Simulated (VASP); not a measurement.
# Ti3IO7 (a cell with a defect) in VASP: notebook, part 2 of 2

VASP 6.6.1. The steps go on from the part before.

## 3. Single point, PBEsol, collinear spin

Contents of INCAR:

```
SYSTEM = Ti3IO7
PREC     = Accurate       ! precision mode
ENCUT    = 520            ! plane-wave cutoff, eV
EDIFF    = 1E-6           ! SCF threshold, eV
ISMEAR   = -1             ! smearing method
SIGMA    = 0.05           ! smearing width, eV
LREAL    = .False.        ! projectors in reciprocal space
LASPH    = .True.         ! aspherical terms in the spheres
NELM     = 150            ! most SCF steps
ALGO     = Normal         ! electronic algorithm
ISIF     = 2              ! what is computed and relaxed
LWAVE    = .False.        ! write WAVECAR
LCHARG   = .False.        ! write CHGCAR
ISPIN    = 2              ! spin polarisation
MAGMOM   = 0 0.375 0.375 0.375 0.375 0.375 0.375 0 0.375 0 0.375 ! initial moments
LORBIT   = 11             ! projections on sites
LMAXMIX  = 4              ! l up to which the mixer works
GGA      = PS             ! functional
NBANDS   = 58             ! bands
NELECT   = 87.0
```

Contents of KPOINTS:

```
Automatic mesh
0
Gamma
  2 2 2
  0.5 0.5 0.5
```

Contents of POSCAR:

```
Ti3IO7
1.0
    4.5914140000      0.0000000000      0.0000000000
    0.0000000000      4.5914140000      0.0000000000
    0.0000000000      0.0000000000      5.8777420000
Ti O I
3 7 1
Direct
    0.0122210000      0.0139490000      0.0131400000
    0.9899020000      0.0124030000      0.5136250000
    0.5428680000      0.4798370000      0.7407040000
    0.3188500000      0.3045030000      0.0000800000
    0.6905920000      0.6758760000      0.9763070000
    0.6763280000      0.6941330000      0.4976140000
    0.2074530000      0.8236710000      0.2319400000
    0.2242400000      0.7932220000      0.7498170000
    0.7990260000      0.2167530000      0.2614810000
    0.8193660000      0.2005220000      0.7411120000
    0.3083980000      0.3063360000      0.4939450000
```

Potentials or basis: VASP PAW PBE potentials, release 64 (Ti_sv, O, I).

Started as:

```
$ cat potpaw_PBE.64/Ti_sv/POTCAR potpaw_PBE.64/O/POTCAR potpaw_PBE.64/I/POTCAR > POTCAR
$ mpirun -np 1 vasp_std > vasp.out
```

OUTCAR:

```text
SYSTEM = Ti3IO7
   PREC = Accurate
   ENCUT = 520
   EDIFF = 1E-6
   ISMEAR = -1
   LREAL = .False.
   LASPH = .True.
   NELM = 150
   ISIF = 2
   ISPIN = 2
   LORBIT = 11
   GGA = PS
   NELECT = 87.0

 ion  position               nearest neighbor table
   1  0.012  0.014  0.013-   7 1.79   4 1.94   9 1.99  10 2.02   8 2.09   5 2.15
   2  0.990  0.012  0.514-  10 1.77   9 1.96  11 1.99   8 2.02   6 2.05   7 2.12
   3  0.543  0.480  0.741-   5 1.79  10 1.80   6 1.84  11 1.97   4 2.01   8 2.05
   4  0.319  0.305  0.000-   1 1.94   3 2.01
   5  0.691  0.676  0.976-   3 1.79   1 2.15
   6  0.676  0.694  0.498-   3 1.84   2 2.05  11 2.45
   7  0.207  0.824  0.232-   1 1.79   2 2.12  11 2.74
   8  0.224  0.793  0.750-   2 2.02   3 2.05   1 2.09  11 2.72
   9  0.799  0.217  0.261-   2 1.96   1 1.99  11 2.67  11 2.74
  10  0.819  0.201  0.741-   2 1.77   3 1.80   1 2.02  11 2.72
  11  0.308  0.306  0.494-   3 1.97   2 1.99   6 2.45   9 2.67  10 2.72   8 2.72   7 2.74   9 2.74

  LATTYP: Found a simple tetragonal cell.
 ALAT       =     4.5914140000
 C/A-ratio  =     1.2801594454

  Lattice vectors:

 A1 = (   4.5914140000,   0.0000000000,   0.0000000000)
 A2 = (   0.0000000000,   4.5914140000,   0.0000000000)
 A3 = (   0.0000000000,   0.0000000000,   5.8777420000)

Analysis of symmetry for initial positions (statically):
=====================================================================
 Subroutine PRICEL returns:
 Original cell was already a primitive cell.

 Routine SETGRP: Setting up the symmetry group for a
 simple tetragonal supercell.

 Subroutine GETGRP returns: Found  1 space group operations
 (whereof  1 operations were pure point group operations)
 out of a pool of 16 trial point group operations.

The static configuration has the point symmetry C_1 .

Analysis of symmetry for dynamics (positions and initial velocities):
=====================================================================
 Subroutine PRICEL returns:
 Original cell was already a primitive cell.

 Routine SETGRP: Setting up the symmetry group for a
 simple tetragonal supercell.

 Subroutine GETGRP returns: Found  1 space group operations
 (whereof  1 operations were pure point group operations)
 out of a pool of 16 trial point group operations.

The dynamic configuration has the point symmetry C_1 .

Analysis of structural, dynamic, and magnetic symmetry:
=====================================================================
 Subroutine PRICEL returns:
 Original cell was already a primitive cell.

 Routine SETGRP: Setting up the symmetry group for a
 simple tetragonal supercell.

 Subroutine GETGRP returns: Found  1 space group operations
 (whereof  1 operations were pure point group operations)
 out of a pool of 16 trial point group operations.

The overall configuration has the point symmetry C_1 .

 Subroutine INISYM returns: Found  1 space group operations
 (whereof  1 operations are pure point group operations),
 and found     1 'primitive' translations

----------------------------------------------------------------------------------------

                                     Primitive cell

  volume of cell :     123.9092
[... 106 lines left out ...]
     AMIX_MAG =   1.60;   BMIX_MAG =  1.00
  volume/ion in A,a.u.               =      11.26        76.02
  Fermi-wavevector in a.u.,A,eV,Ry     =   1.455057  2.749660 28.806144  2.117192
  Thomas-Fermi vector in A             =   2.572136
   LORBIT       =     11    0 simple, 1 ext, 2 COOP (PROOUT), +10 PAW based schemes
   GGA     = PS    functional components
   LHFCALC =     F    Hartree Fock is set to
   AEXX    =    0.0000 exact exchange contribution
   IVDW    =     0    specifies the selected vdW correction
   LEPSILON=     F    determine dielectric tensor
   LRPA    =     F    only Hartree local field effects (RPA)
 spin polarized calculation
  energy-cutoff  :      520.00
  volume of cell :      123.91
 maximum number of plane-waves:      3339
 NGX is ok and might be reduce to    36
   NGX = 17   NGY = 17   NGZ = 21

 number of electron      87.0000005 magnetization       0.0000724

 number of electron      87.0000005 magnetization      -0.0000273

 Free energy of the ion-electron system (eV)
  ---------------------------------------------------
  ext. energy  EPLUGINS =         0.00000000
  ---------------------------------------------------
  free energy    TOTEN  =       -62.81637871 eV

  energy without entropy =      -62.80424074  energy(sigma->0) =      -62.81030973

 E-fermi :   5.8478     XC(G=0): -11.7331

 val. band max:        5.6809441288   @ k =   0.2500  -0.2500   0.2500
 cond. band min:       6.0239109638   @ k =   0.2500  -0.2500   0.2500
 fundamental gap:      0.3429668350
 Fermi energy:         5.8477780285

 spin component 1

 k-point     1 :       0.2500    0.2500    0.2500
  band No.  band energies     occupation
      1     -50.8391      1.00000
      2     -50.6837      1.00000
      3     -50.2651      1.00000
      4     -27.8208      1.00000
      5     -27.5162      1.00000
      6     -27.4298      1.00000
[... 221 lines left out ...]
     54      10.9009      0.00000
     55      11.2683      0.00000
 Fermi energy:         5.8477780285

 spin component 2

 k-point     1 :       0.2500    0.2500    0.2500
  band No.  band energies     occupation
      1     -50.8391      1.00000
      2     -50.6837      1.00000
      3     -50.2651      1.00000
      4     -27.8208      1.00000
      5     -27.5162      1.00000
      6     -27.4298      1.00000
[... 221 lines left out ...]
     54      10.9009      0.00000
     55      11.2683      0.00000
 [bands above 55 left out]

------------------------ aborting loop because EDIFF is reached ----------------------------------------

  FORCE on cell =-STRESS in cart. coord.  units (eV):
  Direction    XX          YY          ZZ          XY          YZ          ZX
  --------------------------------------------------------------------------------------
  -------------------------------------------------------------------------------------
  Total       60.5534294     51.6410101     47.5803414     20.6656220     12.4255135     14.7230599
  in kB      782.9714007    667.7315295    615.2260395    267.2118029    160.6650827    190.3729481
  external PRESSURE =     688.6429899 kB  Pullay stress =       0.0000000 kB

 VOLUME and BASIS-vectors are now :
 -----------------------------------------------------------------------------
  energy-cutoff  :      520.00
  volume of cell :      123.91
      direct lattice vectors                 reciprocal lattice vectors
     4.591414000  0.000000000  0.000000000     0.217797829  0.000000000  0.000000000
     0.000000000  4.591414000  0.000000000     0.000000000  0.217797829  0.000000000
     0.000000000  0.000000000  5.877742000     0.000000000  0.000000000  0.170133361

 POSITION                                       TOTAL-FORCE (eV/Angst)
 -----------------------------------------------------------------------------------
      0.05611      0.06405      0.07723         0.869425     -0.583820      2.267719
      4.54505      0.05695      3.01896       -11.027001    -13.572303     -2.791969
      2.49253      2.20313      4.35367         8.589928     10.682429     16.802818
      1.46397      1.39810      0.00047        -1.950287     -1.690932     -1.364562
      3.17079      3.10323      5.73848         2.083953      2.024039     -0.002477
      3.10530      3.18705      2.92485         1.623850      1.079219     -0.028453
      0.95250      3.78181      1.36328        -1.355341     -0.045340      0.702083
      1.02958      3.64201      4.40723        -1.978410      1.103382     -0.618320
      3.66866      0.99520      1.53692         1.037125     -1.814682     -0.293327
      3.76205      0.92068      4.35607         0.211542     -0.860857      1.297425
      1.41598      1.40652      2.90328         1.895216      3.678866    -15.970937
 -----------------------------------------------------------------------------------
    total drift:                                0.000365      0.000028      0.000266

  FREE ENERGIE OF THE ION-ELECTRON SYSTEM (eV)
  ---------------------------------------------------
  free  energy   TOTEN  =       -62.8163787118 eV

  energy  without entropy=      -62.8042407425  energy(sigma->0) =      -62.81030973

 total charge

# of ion       s       p       d       tot
------------------------------------------
    1        2.234   6.289   1.930  10.453
    2        2.299   6.381   2.359  11.039
    3        2.329   6.478   2.459  11.267
    4        1.580   3.409   0.000   4.989
    5        1.587   3.406   0.000   4.993
    6        1.588   3.423   0.000   5.011
    7        1.587   3.425   0.000   5.012
    8        1.570   3.469   0.000   5.039
    9        1.584   3.415   0.000   4.999
   10        1.586   3.603   0.000   5.189
   11        1.616   3.111   0.205   4.931
--------------------------------------------------
tot         19.560  46.408   6.953  72.922

 magnetization (x)

# of ion       s       p       d       tot
------------------------------------------
    1       -0.000  -0.000  -0.000  -0.000
    2        0.000   0.000  -0.000  -0.000
    3        0.000   0.000  -0.000   0.000
    4        0.000   0.000   0.000   0.000
    5        0.000   0.000   0.000   0.000
    6        0.000   0.000   0.000   0.000
    7        0.000   0.000   0.000   0.000
    8       -0.000   0.000   0.000   0.000
    9        0.000   0.000   0.000   0.000
   10       -0.000   0.000   0.000   0.000
   11       -0.000  -0.000  -0.000  -0.000
--------------------------------------------------
tot          0.000   0.000  -0.000   0.000
```

Run time: 2.1 min. Hardware: 1 thread of Intel Xeon Platinum 8488C (Sapphire Rapids), shared host; peak memory 0.29 GiB.

What came out:

```yaml
Free_energy: -62.8164 eV
Largest_force: 21.685 eV/Å
Net_moment: 0.00 μB per cell
Valence_electrons_inside_the_program's_atomic_spheres: Ti 10.45, 11.04, 11.27; O 4.99, 5.01, 5.04, 5.00, 5.19 (each value once); I 4.93
```

Forces in eV/Å, atoms in the order of the input:
```
Ti    0.869  -0.584   2.268
Ti  -11.027 -13.572  -2.792
Ti    8.590  10.682  16.803
O    -1.950  -1.691  -1.365
O     2.084   2.024  -0.002
O     1.624   1.079  -0.028
O    -1.355  -0.045   0.702
O    -1.978   1.103  -0.618
O     1.037  -1.815  -0.293
O     0.212  -0.861   1.297
I     1.895   3.679 -15.971
```

Caveat: the k points lie up to 0.68 Å⁻¹ apart; the cell carries a net charge on a neutralising background, which shifts energy and pressure; the cell is charged against a uniform background, so pressure and absolute levels hang on convention; atoms lie so close that the PAW spheres overlap strongly, which falsifies energies and pressures; the PAW data sets were made with another functional, which shifts forces and pressure a little; spin-orbit coupling is left out, which moves the levels of the heavy elements; semilocal functionals often make such compounds metallic where correlation or magnetic order opens a gap, which also shifts bond lengths.
